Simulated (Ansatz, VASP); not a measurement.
**Sr: VASP beside Ansatz**

```
CELL_PARAMETERS angstrom
10.98763 0.00000 0.00000
-5.49381 9.51557 0.00000
0.00000 0.00000 4.80796
ATOMIC_POSITIONS crystal
Sr 0.00000 0.00000 0.00000
```

Change from the starting cell: strain +0.0875 x Voigt [0, 0, 1, 0, 0, 0], atoms carried along.

Alike in both runs: task single point; functional PBE; dispersion D3(BJ); k mesh 6 × 6 × 8; occupations gaussian, width 0.03 eV; no spin polarisation.

```csv
,VASP,Ansatz
version,VASP 6.6.1,Ansatz 0.2.0
potentials or method,"VASP PAW PBE potentials, release 64 (Sr_sv), cutoff 520 eV","scalar-relativistic, plane waves, PAW"
valence electrons in the cell,10,10
```

|  | VASP | Ansatz | Ansatz less VASP |
| --- | --- | --- | --- |
| gap on the k mesh at the Fermi level (eV) | 0.49 | 0.49 | -0.006 |
| least direct gap on the mesh (eV) | 0.51 | 0.50 | -0.006 |
| pressure (GPa) | 0.0 | 0.0 | 0.00 |
